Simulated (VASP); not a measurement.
# Al4Co3 in VASP: single point with PBE

Aim: the single point of Al4Co3 with PBE.

Program: VASP 6.6.1. These are calculated values, not measurements. Logs are shortened: lines on timing, memory, paths and dates and some standing lists are left out, and cuts for length are marked.

### 1 The cell of the first run

The cell holds a slab with vacuum, 7 atoms: a = 2.819 Å, b = 2.819 Å, c = 23.458 Å, α = 90.00°, β = 90.00°, γ = 90.00°.

### 2 Single point, PBE, collinear spin, ferromagnetic start

The input, INCAR:

```
SYSTEM = Al4Co3
PREC = Accurate ; ENCUT = 520
EDIFF = 1E-6 ; ISMEAR = -1
SIGMA = 0.05 ; LREAL = .FALSE.
LASPH = .TRUE. ; NELM = 150
ALGO = Normal ; ISIF = 2
LWAVE = .FALSE. ; LCHARG = .TRUE.
ISPIN = 2 ; MAGMOM = 0 0 0 0 2 2 2
LORBIT = 11 ; LMAXMIX = 4
LDIPOL = .TRUE. ; IDIPOL = 3
DIPOL = 0.5 0.5 0.500 ; GGA = PE
LELF = .TRUE. ; LVHAR = .TRUE.
LVACPOTAV = .TRUE. ; NBANDS = 32
```

The input, KPOINTS:

```
regular mesh
0
G
  9 9 1
  0 0 0
```

The input, POSCAR:

```
Al4Co3
1.0
    2.8194032100      0.0000000000      0.0000000000
    0.0000000000      2.8194032100      0.0000000000
    0.0000000000      0.0000000000     23.4582096300
Al Co
4 3
Direct
    0.0000000000      0.0000000000      0.3197174941
    0.0000000000      0.0000000000      0.4399058314
    0.0000000000      0.0000000000      0.5600941686
    0.0000000000      0.0000000000      0.6802825059
    0.5000000000      0.5000000000      0.3798116628
    0.5000000000      0.5000000000      0.5000000000
    0.5000000000      0.5000000000      0.6201883372
```

Potentials or basis: VASP PAW PBE potentials, release 64 (Al, Co).

Run with:

```console
> cat potpaw_PBE.64/Al/POTCAR potpaw_PBE.64/Co/POTCAR > POTCAR
> mpirun -np 1 vasp_std > vasp.out
```

OUTCAR:

```text
SYSTEM = Al4Co3
   PREC = Accurate
   ENCUT = 520
   EDIFF = 1E-6
   ISMEAR = -1
   LREAL = .FALSE.
   LASPH = .TRUE.
   NELM = 150
   ISIF = 2
   ISPIN = 2
   LORBIT = 11
   GGA = PE

 ion  position               nearest neighbor table
   1  0.000  0.000  0.320-   5 2.44   5 2.44   5 2.44   5 2.44   2 2.82
   2  0.000  0.000  0.440-   5 2.44   5 2.44   5 2.44   5 2.44   6 2.44   6 2.44   6 2.44   6 2.44
                             3 2.82   1 2.82
   3  0.000  0.000  0.560-   7 2.44   7 2.44   7 2.44   7 2.44   6 2.44   6 2.44   6 2.44   6 2.44
                             2 2.82   4 2.82
   4  0.000  0.000  0.680-   7 2.44   7 2.44   7 2.44   7 2.44   3 2.82
   5  0.500  0.500  0.380-   2 2.44   2 2.44   2 2.44   2 2.44   1 2.44   1 2.44   1 2.44   1 2.44
                             6 2.82
   6  0.500  0.500  0.500-   2 2.44   3 2.44   2 2.44   3 2.44   2 2.44   3 2.44   2 2.44   3 2.44
                             5 2.82   7 2.82
   7  0.500  0.500  0.620-   3 2.44   3 2.44   3 2.44   3 2.44   4 2.44   4 2.44   4 2.44   4 2.44
                             6 2.82

  LATTYP: Found a simple tetragonal cell.
 ALAT       =     2.8194032100
 C/A-ratio  =     8.3202748535

  Lattice vectors:

 A1 = (   2.8194032100,   0.0000000000,   0.0000000000)
 A2 = (   0.0000000000,   2.8194032100,   0.0000000000)
 A3 = (   0.0000000000,   0.0000000000,  23.4582096300)

Analysis of symmetry for initial positions (statically):
=====================================================================
 Subroutine PRICEL returns:
 Original cell was already a primitive cell.

 Routine SETGRP: Setting up the symmetry group for a
 simple tetragonal supercell.

 Subroutine GETGRP returns: Found 16 space group operations
 (whereof 16 operations were pure point group operations)
 out of a pool of 16 trial point group operations.

The static configuration has the point symmetry D_4h.

Analysis of symmetry for dynamics (positions and initial velocities):
=====================================================================
 Subroutine PRICEL returns:
 Original cell was already a primitive cell.

 Routine SETGRP: Setting up the symmetry group for a
 simple tetragonal supercell.

 Subroutine GETGRP returns: Found 16 space group operations
 (whereof 16 operations were pure point group operations)
 out of a pool of 16 trial point group operations.

The dynamic configuration has the point symmetry D_4h.

Analysis of structural, dynamic, and magnetic symmetry:
=====================================================================
 Subroutine PRICEL returns:
 Original cell was already a primitive cell.

 Routine SETGRP: Setting up the symmetry group for a
 simple tetragonal supercell.

 Subroutine GETGRP returns: Found 16 space group operations
 (whereof 16 operations were pure point group operations)
 out of a pool of 16 trial point group operations.

The overall configuration has the point symmetry D_4h.

 Subroutine INISYM returns: Found 16 space group operations
 (whereof 16 operations are pure point group operations),
 and found     1 'primitive' translations

----------------------------------------------------------------------------------------

                                     Primitive cell

  volume of cell :     186.4701

  direct lattice vectors                    reciprocal lattice vectors
     2.819403210  0.000000000  0.000000000     0.354684990  0.000000000  0.000000000
     0.000000000  2.819403210  0.000000000     0.000000000  0.354684990  0.000000000
     0.000000000  0.000000000 23.458209630     0.000000000  0.000000000  0.042628999

  length of vectors
     2.819403210  2.819403210 23.458209630     0.354684990  0.354684990  0.042628999

  position of ions in fractional coordinates (direct lattice)
     0.000000000  0.000000000  0.319717494
     0.000000000  0.000000000  0.439905831
     0.000000000  0.000000000  0.560094169
     0.000000000  0.000000000  0.680282506
     0.500000000  0.500000000  0.379811663
     0.500000000  0.500000000  0.500000000
     0.500000000  0.500000000  0.620188337

[... 49 lines left out ...]
  0.444444  0.222222  0.000000      8.000000
  0.333333  0.333333  0.000000      4.000000
  0.444444  0.333333  0.000000      8.000000
  0.444444  0.444444  0.000000      4.000000
   k-points           NKPTS =     15   k-points in BZ     NKDIM =     15   number of bands    NBANDS=     32
   number of dos      NEDOS =    301   number of ions     NIONS =      7
   total plane-waves  NPLWV = 103680
   dimension x,y,z NGX =    24 NGY =   24 NGZ =  180
   dimension x,y,z NGXF=    48 NGYF=   48 NGZF=  360
   ions per type =               4   3
   NGX,Y,Z   is equivalent  to a cutoff of  14.15, 14.15, 12.76 a.u.
   NGXF,Y,Z  is equivalent  to a cutoff of  28.30, 28.30, 25.51 a.u.
 SYSTEM =  Al4Co3
   PREC   = accura    normal or accurate (medium, high low for compatibility)
   ISTART =      0    job   : 0-new  1-cont  2-samecut
   ICHARG =      2    charge: 1-file 2-atom 10-const
   ISPIN  =      2    spin polarized calculation?
   LNONCOLLINEAR =      F non collinear calculations
   LSORBIT =      F    spin-orbit coupling
   LASPH  =      T    aspherical Exc in radial PAW
   ENCUT  =  520.0 eV  38.22 Ry    6.18 a.u.   5.24  5.24 43.62*2*pi/ulx,y,z
   NELM   =    150;   NELMIN=  2; NELMDL= -5     # of ELM steps
   EDIFF  = 0.1E-05   stopping-criterion for ELM
   LREAL  =      F    real-space projection
[... 7 lines left out ...]
   TEBEG  =    0.0;   TEEND  =   0.0 temperature during run
   PSTRESS=    0.0 pullay stress
   NELECT =      39.0000    total number of electrons
   NUPDOWN=      -1.0000    fix difference up-down
   EMIN   =  10.00;   EMAX   =-10.00  energy-range for DOS
   EFERMI =   0.00;   METHOD = LEGACY
   ISMEAR =    -1;   SIGMA  =   0.05  broadening in eV -4-tet -1-fermi 0-gaus
   EFERMI_NEDOS =   21; number of points for ismear=-14 and -15
   IALGO  =     38    algorithm
   IMIX   =      4    mixing-type and parameters
     AMIX     =   0.40;   BMIX     =  1.00
     AMIX_MAG =   1.60;   BMIX_MAG =  1.00
  volume/ion in A,a.u.               =      26.64       179.77
  Fermi-wavevector in a.u.,A,eV,Ry     =   0.971762  1.836364 12.848275  0.944322
  Thomas-Fermi vector in A             =   2.102006
   LORBIT       =     11    0 simple, 1 ext, 2 COOP (PROOUT), +10 PAW based schemes
   GGA     = PE    functional components
   LHFCALC =     F    Hartree Fock is set to
   AEXX    =    0.0000 exact exchange contribution
   IVDW    =     0    specifies the selected vdW correction
   LEPSILON=     F    determine dielectric tensor
   LRPA    =     F    only Hartree local field effects (RPA)
 spin polarized calculation
  energy-cutoff  :      520.00
  volume of cell :      186.47
 maximum number of plane-waves:      5059
 NGX is ok and might be reduce to    24
   NGX = 11   NGY = 11   NGZ = 87

 dipolmoment           0.000000      0.000000      0.000000 electrons x Angstroem

 number of electron      38.9999992 magnetization       1.1681967

 dipolmoment           0.000000      0.000000     -0.000000 electrons x Angstroem

 Free energy of the ion-electron system (eV)
  ---------------------------------------------------
  ext. energy  EPLUGINS =         0.00000000
  ---------------------------------------------------
  free energy    TOTEN  =       -38.30120942 eV

  energy without entropy =      -38.26858380  energy(sigma->0) =      -38.28489661

 E-fermi :   2.6393     XC(G=0):  -6.2467

 val. band max:        2.6358204509   @ k =   0.4444   0.2222   0.0000
 cond. band min:       2.6741181504   @ k =   0.1111   0.1111   0.0000
 fundamental gap:      0.0382976995
 Fermi energy:         2.6393200677

 spin component 1

 k-point     1 :       0.0000    0.0000    0.0000
  band No.  band energies     occupation
      1      -8.2773      1.00000
      2      -7.4683      1.00000
      3      -6.1264      1.00000
      4      -4.4854      1.00000
      5      -2.7051      1.00000
      6      -1.3215      1.00000
[... 499 lines left out ...]
     30       6.6595      0.00000
     31       7.1289      0.00000
 Fermi energy:         2.6393200677

 spin component 2

 k-point     1 :       0.0000    0.0000    0.0000
  band No.  band energies     occupation
      1      -8.2986      1.00000
      2      -7.4740      1.00000
      3      -6.0961      1.00000
      4      -4.4436      1.00000
      5      -2.5643      1.00000
      6      -1.0227      1.00000
[... 499 lines left out ...]
     30       6.7855      0.00000
     31       7.2384      0.00000
 [bands above 31 left out]

------------------------ aborting loop because EDIFF is reached ----------------------------------------

  FORCE on cell =-STRESS in cart. coord.  units (eV):
  Direction    XX          YY          ZZ          XY          YZ          ZX
  --------------------------------------------------------------------------------------
  -------------------------------------------------------------------------------------
  Total        1.5121804      1.5121804      2.6196551      0.0000000      0.0000000      0.0000000
  in kB       12.9928654     12.9928654     22.5084431      0.0000000      0.0000000      0.0000000
  external PRESSURE =      16.1647247 kB  Pullay stress =       0.0000000 kB

 VOLUME and BASIS-vectors are now :
 -----------------------------------------------------------------------------
  energy-cutoff  :      520.00
  volume of cell :      186.47
      direct lattice vectors                 reciprocal lattice vectors
     2.819403210  0.000000000  0.000000000     0.354684990  0.000000000  0.000000000
     0.000000000  2.819403210  0.000000000     0.000000000  0.354684990  0.000000000
     0.000000000  0.000000000 23.458209630     0.000000000  0.000000000  0.042628999

 POSITION                                       TOTAL-FORCE (eV/Angst)
 -----------------------------------------------------------------------------------
      0.00000      0.00000      7.50000         0.000000     -0.000000      0.131208
      0.00000      0.00000     10.31940         0.000000     -0.000000      0.108380
      0.00000      0.00000     13.13881        -0.000000     -0.000000     -0.108380
      0.00000      0.00000     15.95821         0.000000     -0.000000     -0.131208
      1.40970      1.40970      8.90970        -0.000000      0.000000     -0.716994
      1.40970      1.40970     11.72910         0.000000     -0.000000      0.000000
      1.40970      1.40970     14.54851         0.000000      0.000000      0.716994
 -----------------------------------------------------------------------------------
    total drift:                                0.000000     -0.000000     -0.000000

  FREE ENERGIE OF THE ION-ELECTRON SYSTEM (eV)
  ---------------------------------------------------
  free  energy   TOTEN  =       -38.3012094204 eV

  energy  without entropy=      -38.2685837982  energy(sigma->0) =      -38.28489661

 vacuum level on the upper side and lower side of the slab         6.528         6.528

 total charge

# of ion       s       p       d       tot
------------------------------------------
    1        0.420   0.368   0.000   0.788
    2        0.399   0.444   0.000   0.842
    3        0.399   0.444   0.000   0.842
    4        0.420   0.368   0.000   0.788
    5        0.453   0.525   7.530   8.508
    6        0.450   0.529   7.538   8.516
    7        0.453   0.525   7.530   8.508
--------------------------------------------------
tot          2.994   3.201  22.597  28.793

 magnetization (x)

# of ion       s       p       d       tot
------------------------------------------
    1        0.007   0.014   0.000   0.021
    2       -0.001  -0.005   0.000  -0.006
    3       -0.001  -0.005   0.000  -0.006
    4        0.007   0.014   0.000   0.021
    5        0.011  -0.009   0.459   0.462
    6        0.000  -0.006   0.100   0.094
    7        0.011  -0.009   0.459   0.462
--------------------------------------------------
tot          0.034  -0.005   1.019   1.048
```

Run time: 11 min. Hardware: 1 thread of AMD EPYC 7R43 (Zen 3), shared host; peak memory 0.42 GiB.

Results:

* Free energy: -38.3012 eV
* Largest force: 0.717 eV/Å
* Net moment: 1.17 μB per cell
* Site moments: Al +0.02, -0.01 (each value once); Co +0.46, +0.09 (each value once) μB
* Valence electrons inside the program's atomic spheres: Al 0.79, 0.84 (each value once); Co 8.51, 8.52 (each value once)

Forces in eV/Å, atoms in the order of the input:
```
Al   0.000  0.000  0.131
Al   0.000  0.000  0.108
Al   0.000  0.000 -0.108
Al   0.000  0.000 -0.131
Co   0.000  0.000 -0.717
Co   0.000  0.000  0.000
Co   0.000  0.000  0.717
```
